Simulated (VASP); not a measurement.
## MnS (Rambergite): single point with PBE

Crystal: MnS (Rambergite).

```
CELL_PARAMETERS angstrom
3.46058 0.00000 0.00000
-1.73029 2.99695 0.00000
0.00000 0.00000 5.98653
ATOMIC_POSITIONS crystal
Mn 0.33333 0.66667 0.00967
Mn 0.66667 0.33333 0.50967
S 0.33333 0.66667 0.37533
S 0.66667 0.33333 0.87533
```

```yaml
Program: VASP 6.6.1
Task: single point
Functional: PBE
Potentials_or_basis: VASP PAW PBE potentials, release 64 (Mn_pv, S)
Cutoff: 520 eV
k_mesh: 10 × 10 × 6
Occupations: gaussian, width 0.05 eV
Spin: no spin polarisation
Dipole_correction: no
Further_INCAR_settings: ALGO = Normal; EDIFF = 1e-06; NBANDS = 27
```

```yaml
Pressure: 0.1 GPa
Band_gap_on_the_k_mesh: zero (band 19 reaches 8.17 eV, above the bottom of band 20 at 6.92 eV)
```

Levels at points of the mesh, in eV from the Fermi level:
```
           k point  band 16  band 17  band 18  band 19  band 20  band 21  band 22  band 23
(0.00, 0.00, 0.00)    -0.98    -0.44    -0.43    -0.43     2.05     2.05     3.24     3.65
(0.50, 0.00, 0.00)    -1.30    -0.27    -0.19    -0.18    -0.04     0.31     0.42     1.60
(0.00, 0.00, 0.50)    -0.65    -0.65    -0.65     1.03     1.03     2.71     2.71     2.71
(0.50, 0.00, 0.50)    -0.81    -0.25    -0.25    -0.21    -0.21     0.84     0.84     1.25
```

Wall time 78 s on 1 thread of Intel(R) Xeon(R) Platinum 8259CL CPU @ 2.50GHz (Skylake/Cascade Lake), on a shared host, peak memory 0.22 GiB.

Caveat: the run has no spin polarisation, though such a crystal can be magnetic; semilocal functionals often make such compounds metallic where correlation or magnetic order opens a gap, which also shifts bond lengths. With open d or f shells a metallic result of PBE can be an artefact of self-interaction; +U or a hybrid may open a gap.
